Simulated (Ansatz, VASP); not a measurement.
**KTaO3 in VASP and in Ansatz**

POSCAR

```
KTaO3
1.0
    4.0880075000      0.0000000000      0.0000000000
    0.0000000000      4.0880075000      0.0000000000
    0.0000000000      0.0000000000      4.1877150000
K Ta O
1 1 3
Direct
    0.5000000000      0.5000000000      0.5000000000
    0.0000000000      0.0000000000      0.0000000000
    0.5000000000      0.0000000000      0.0000000000
    0.0000000000      0.5000000000      0.0000000000
    0.0000000000      0.0000000000      0.5000000000
```

Contents of INCAR.step1:

```
ALGO = Normal
EDIFF = 1E-4
ENCUT = 520
GGA = PE
ISMEAR = 0
LASPH = T
LCHARG = F
LREAL = F
LWAVE = T
NBANDS = 27
NELM = 100
PREC = Accurate
SIGMA = 0.05
```

File INCAR.step2:

```
ALGO = Normal
EDIFF = 1E-6
ENCUT = 520
ISIF = 2
ISMEAR = 0
ISTART = 1
LASPH = T
LCHARG = F
LMIXTAU = T
LREAL = F
LWAVE = F
METAGGA = R2SCAN
NBANDS = 27
NELM = 100
PREC = Accurate
SIGMA = 0.05
```

Contents of KPOINTS:

```
k-points
0
Gamma
  6 6 6
```

Input for Ansatz:

```yaml
crystal:
  lattice:
    - [4.0880075, 0.0, 0.0]
    - [0.0, 4.0880075, 0.0]
    - [0.0, 0.0, 4.187715]
  atoms:
    - { symbol: K, position: [0.5, 0.5, 0.5] }
    - { symbol: Ta, position: [0.0, 0.0, 0.0] }
    - { symbol: O, position: [0.5, 0.0, 0.0] }
    - { symbol: O, position: [0.0, 0.5, 0.0] }
    - { symbol: O, position: [0.0, 0.0, 0.5] }
basis:
  ecutwfc: 500
kpoints:
  mp_grid: { grid: [6, 6, 6] }
hamiltonian:
  xc: r2scan
scf:
  occupations: { method: gaussian, width: 0.05 }
output:
  forces: true
  stress: true
  eigenvalues: true
```

Change from the starting cell: strain +0.025 along x and y, +0.050 along z, atoms carried along.

Alike in both runs: task single point; functional r2SCAN; k mesh 6 × 6 × 6; occupations gaussian, width 0.05 eV; no spin polarisation.

|  | VASP | Ansatz |
| --- | --- | --- |
| version | VASP 6.6.1 | Ansatz 0.2.0 |
| potentials or method | VASP PAW PBE potentials, release 64 (K_sv, Ta_pv, O), cutoff 520 eV | scalar-relativistic, plane waves, PAW |
| valence electrons in the cell | 38 | 40 |

VASP gave:

```
gap on the k mesh at the Fermi level (eV)                     : 2.31
least direct gap on the mesh (eV)                             : 2.96
pressure (GPa)                                                : -15.6
traceless stress, the component that is largest in VASP (GPa) : -3.91
```

**Question.** Which values does Ansatz return?

**Answer.** gap on the k mesh at the Fermi level (eV): 2.33; least direct gap on the mesh (eV): 2.98; pressure (GPa): -16.2; traceless stress, the component that is largest in VASP (GPa): -3.87.

VASP's potentials were made for PBE, not for r2SCAN. VASP's potentials hold 38 valence electrons a cell and Ansatz's 40, so a difference there can come from the potentials and not from the codes.

Neither program's run includes spin-orbit coupling.
